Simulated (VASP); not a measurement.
Sn4O9 (a cell with a defect): single point with PBE

Crystal: Sn4O9 (a cell with a defect).

```
Sn O
1.0
     0.00000    4.82719   -3.23815
     0.00000   -4.82719   -3.23815
    -4.82719    0.00000    3.23815
Sn O
4 9
Direct
  0.26011 0.74964 0.50975
  0.75268 0.24967 0.50235
  0.00424 0.00172 0.00183
  0.50011 0.49759 0.00183
  0.56653 0.74964 0.81617
  0.05876 0.24968 0.80843
  0.94896 0.86401 0.31297
  0.44593 0.24965 0.19558
  0.49859 0.18679 0.69214
  0.00535 0.69355 0.69214
  0.49865 0.80578 0.31115
  0.00537 0.31250 0.31115
  0.94905 0.63523 0.08428
```

```
Program             : VASP 6.6.1
Task                : single point
Functional          : PBE
Potentials or basis : VASP PAW PBE potentials, release 64 (Sn_d, O)
Cutoff              : 520 eV
k mesh              : 3 × 3 × 3
Occupations         : gaussian, width 0.02 eV
Spin                : no spin polarisation
```

```yaml
Pressure: 6.6 GPa
Largest_force: 0.167 eV/Å
Band_gap_on_the_k_mesh: 0.08 eV
```

Forces in eV/Å, atoms in the order of the input:
```
Sn   0.015 -0.015  0.000
Sn  -0.002  0.002  0.000
Sn   0.014 -0.014 -0.010
Sn   0.014 -0.014  0.010
O   -0.013  0.013  0.000
O    0.010 -0.010  0.000
O   -0.124 -0.112  0.000
O   -0.013  0.013  0.000
O   -0.018 -0.012 -0.012
O   -0.018 -0.012  0.012
O    0.012  0.018 -0.012
O    0.012  0.018  0.012
O    0.112  0.125  0.000
```

Stress tensor (GPa, compression positive):
```
 6.60 -2.20  0.00
-2.20  6.61  0.00
 0.00  0.00  6.67
```

Levels at points of the mesh, in eV from the valence-band top:
| k point | band 52 | band 53 | band 54 | band 55 | band 56 | band 57 | band 58 | band 59 |
| --- | --- | --- | --- | --- | --- | --- | --- | --- |
| (0.00, 0.00, 0.00) | -1.30 | -1.26 | -0.77 | -0.76 | 0.08 | 3.41 | 3.58 | 3.83 |

Wall time 100 s on 1 thread of Intel(R) Xeon(R) Platinum 8488C (Sapphire Rapids) (shared host), peak memory 0.34 GiB.

Caveat: the k points lie up to 0.45 Å⁻¹ apart; spin-orbit coupling is left out, which moves the levels of the heavy elements.
